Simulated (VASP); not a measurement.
# Be (P6_3/mmc) in VASP: notebook, part 2 of 3

VASP 6.6.1.

## Step 3: Single point, PBEsol (strain +0.030 along x and y, +0.015 along z)

INCAR reads:

```
SYSTEM = Be
PREC = Accurate
ENCUT = 520
EDIFF = 1E-7
ISMEAR = 0
SIGMA = 0.15
LREAL = .FALSE.
LASPH = .TRUE.
NELM = 80
ALGO = Normal
ISIF = 2
LWAVE = .FALSE.
LCHARG = .TRUE.
GGA = PS
LELF = .TRUE.
LVHAR = .TRUE.
NBANDS = 9
```

KPOINTS reads:

```
regular mesh
0
G
  24 24 14
  0 0 0
```

POSCAR reads:

```
Be
1.0
    2.3684870445      0.0000000000      0.0000000000
   -1.1842435223      2.0511699490      0.0000000000
    0.0000000000      0.0000000000      3.6549135000
Be
2
Direct
    0.3333333333      0.6666666667      0.2500000000
    0.6666666667      0.3333333333      0.7500000000
```

Potentials or basis: VASP PAW PBE potentials, release 64 (Be).

The run is started by

```bash
> cat potpaw_PBE.64/Be/POTCAR > POTCAR
> mpirun -np 1 vasp_std > vasp.out
```

OUTCAR:

```text
SYSTEM = Be
   PREC = Accurate
   ENCUT = 520
   EDIFF = 1E-7
   ISMEAR = 0
   LREAL = .FALSE.
   LASPH = .TRUE.
   NELM = 80
   ISIF = 2
   GGA = PS

 ion  position               nearest neighbor table
   1  0.333  0.667  0.250-   2 2.28   2 2.28   2 2.28   2 2.28   2 2.28   2 2.28
   2  0.667  0.333  0.750-   1 2.28   1 2.28   1 2.28   1 2.28   1 2.28   1 2.28

  LATTYP: Found a hexagonal cell.
 ALAT       =     2.3684870445
 C/A-ratio  =     1.5431427031

  Lattice vectors:

 A1 = (   2.3684870445,   0.0000000000,   0.0000000000)
 A2 = (  -1.1842435223,   2.0511699490,   0.0000000000)
 A3 = (   0.0000000000,   0.0000000000,   3.6549135000)

Analysis of symmetry for initial positions (statically):
=====================================================================
 Subroutine PRICEL returns:
 Original cell was already a primitive cell.

 Routine SETGRP: Setting up the symmetry group for a
 hexagonal supercell.

 Subroutine GETGRP returns: Found 24 space group operations
 (whereof 12 operations were pure point group operations)
 out of a pool of 24 trial point group operations.

The static configuration has the point symmetry D_3d.
 The point group associated with its full space group is D_6h.

Analysis of symmetry for dynamics (positions and initial velocities):
=====================================================================
 Subroutine PRICEL returns:
 Original cell was already a primitive cell.

 Routine SETGRP: Setting up the symmetry group for a
 hexagonal supercell.

 Subroutine GETGRP returns: Found 24 space group operations
 (whereof 12 operations were pure point group operations)
 out of a pool of 24 trial point group operations.

The dynamic configuration has the point symmetry D_3d.
 The point group associated with its full space group is D_6h.

 Subroutine INISYM returns: Found 24 space group operations
 (whereof 12 operations are pure point group operations),
 and found     1 'primitive' translations
[... 118 lines left out ...]
  Thomas-Fermi vector in A             =   2.128186
   LORBIT       =      0    0 simple, 1 ext, 2 COOP (PROOUT), +10 PAW based schemes
   GGA     = PS    functional components
   LHFCALC =     F    Hartree Fock is set to
   AEXX    =    0.0000 exact exchange contribution
   IVDW    =     0    specifies the selected vdW correction
   LEPSILON=     F    determine dielectric tensor
   LRPA    =     F    only Hartree local field effects (RPA)
 non-spin polarized calculation
 Gauss-broadening in eV      SIGMA  =   0.15
  energy-cutoff  :      520.00
  volume of cell :       17.76
 maximum number of plane-waves:       500
 NGX is ok and might be reduce to    18
   NGX =  9   NGY =  9   NGZ = 13

 number of electron       4.0000000 magnetization

 Free energy of the ion-electron system (eV)
  ---------------------------------------------------
  ext. energy  EPLUGINS =         0.00000000
  ---------------------------------------------------
  free energy    TOTEN  =        -7.90872794 eV

  energy without entropy =       -7.90645800  energy(sigma->0) =       -7.90759297

 E-fermi :   6.0267     XC(G=0): -10.2334

 val. band max:        6.0171461930   @ k =   0.3333   0.2917   0.3571
 cond. band min:       6.1372614843   @ k =   0.2917   0.2083   0.0000
 fundamental gap:      0.1201152913
 Fermi energy:         6.0266728838

 k-point     1 :       0.0000    0.0000    0.0000
  band No.  band energies     occupation
      1      -4.6092      2.00000
      2       2.2223      2.00000
      3       7.1938      0.00000
      4      20.3333      0.00000
      5      20.3333      0.00000
      6      23.0576      0.00000
      7      23.0576      0.00000
      8      25.5226      0.00000
      9      31.0685      0.00000
[... 265 lines left out ...]
 k-point    24 :       0.4583    0.0417    0.0000
  band No.  band energies     occupation
      1       1.3067      2.00000
      2       3.2134      2.00000
      3       9.3838      0.00000
      4      12.2994      0.00000
      5      12.4736      0.00000
      6      13.6553      0.00000
      7      16.1237      0.00000
      8      21.5062      0.00000
      9      23.8420      0.00000

 [... further k-points ...]

------------------------ aborting loop because EDIFF is reached ----------------------------------------

  FORCE on cell =-STRESS in cart. coord.  units (eV):
  Direction    XX          YY          ZZ          XY          YZ          ZX
  --------------------------------------------------------------------------------------
  -------------------------------------------------------------------------------------
  Total       -1.4789780     -1.4789780     -1.0663394      0.0000000      0.0000000      0.0000000
  in kB     -133.4512136   -133.4512136    -96.2179922      0.0000000      0.0000000      0.0000000
  external PRESSURE =    -121.0401398 kB  Pullay stress =       0.0000000 kB

 VOLUME and BASIS-vectors are now :
 -----------------------------------------------------------------------------
  energy-cutoff  :      520.00
  volume of cell :       17.76
      direct lattice vectors                 reciprocal lattice vectors
     2.368487045  0.000000000  0.000000000     0.422210458  0.243763322  0.000000000
    -1.184243522  2.051169949  0.000000000     0.000000000  0.487526643  0.000000000
     0.000000000  0.000000000  3.654913500     0.000000000  0.000000000  0.273604286

 POSITION                                       TOTAL-FORCE (eV/Angst)
 -----------------------------------------------------------------------------------
     -0.00000      1.36745      0.91373         0.000000     -0.000000      0.000000
      1.18424      0.68372      2.74119        -0.000000      0.000000      0.000000
 -----------------------------------------------------------------------------------
    total drift:                                0.000000     -0.000000      0.000000

  FREE ENERGIE OF THE ION-ELECTRON SYSTEM (eV)
  ---------------------------------------------------
  free  energy   TOTEN  =        -7.9087279421 eV

  energy  without entropy=       -7.9064579990  energy(sigma->0) =       -7.90759297
```

stdout:

```text
POSCAR found type information on POSCAR Be
 POSCAR found :  1 types and       2 ions
 scaLAPACK will be used
 -----------------------------------------------------------------------------
|                                                                             |
|                                                                             |
|     You enforced a specific xc type in the INCAR file but a different       |
|     I HOPE YOU KNOW WHAT YOU ARE DOING!                                     |
|                                                                             |
 -----------------------------------------------------------------------------

 LDA part: xc-table for (Slater+PW92), standard interpolation
 POSCAR, INCAR and KPOINTS ok, starting setup
 FFT: planning ... GRIDC
 FFT: planning ... GRID_SOFT
 FFT: planning ... GRID
 WAVECAR not read
 entering main loop
```

Wall time 21 s (1 thread of Intel Xeon 6975P-C (Granite Rapids), shared host); peak memory 0.17 GiB.

Results:

- Free energy: -7.9087 eV
- Pressure: -12.1 GPa
- Band gap on the k mesh: zero (bands 2 and 3 overlap by 2.04 eV)

Stress tensor (GPa, compression positive):
```
-13.35   0.00   0.00
  0.00 -13.35   0.00
  0.00   0.00  -9.62
```

Caveat: the cell differs from its parent crystal (strain +0.030 along x and y, +0.015 along z); the cell stands under tension; the PAW data sets were made with another functional, which shifts forces and pressure a little.

(Continued in part 3 of 3.)

The gap in the log of VASP goes by the Fermi energy; the results here count the filled bands.